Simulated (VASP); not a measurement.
P, 1 atom in the cell. Symmetry: Fm-3m, No. 225, cubic system. Conventional cell: a = 3.873 Å, b = 3.873 Å, c = 3.873 Å, α = 90.00°, β = 90.00°, γ = 90.00°. Within 3.6 Å of P (site symmetry m-3m) lie 12 P at 2.74 Å. 

| Property | Result |
| --- | --- |
| Program | VASP 6.6.1 |
| Task | single point |
| Functional | PBE |
| Potentials or basis | VASP PAW PBE potentials, release 64 (P) |
| Cutoff | 520 eV |
| k mesh | 17 × 17 × 17 |
| Occupations | fermi-dirac, width 0.08 eV |
| Spin | no spin polarisation |
| Dipole correction | no |
| Further INCAR settings | ALGO = Normal; EDIFF = 1e-06; NBANDS = 8 |

Potentials or basis: VASP PAW PBE potentials, release 64 (P).

Command:

```sh
$ cat potpaw_PBE.64/P/POTCAR > POTCAR
$ mpirun -np 1 vasp_std > vasp.out
```

Hardware: 1 thread of AMD EPYC 9R14 (Zen 4) (shared host).

Estimate the wall time of this run.

It took 7.9 s on 1 thread of AMD EPYC 9R14 (Zen 4), on a shared host, peak memory 0.1 GiB. Counts: scf iterations 9, k points 165.
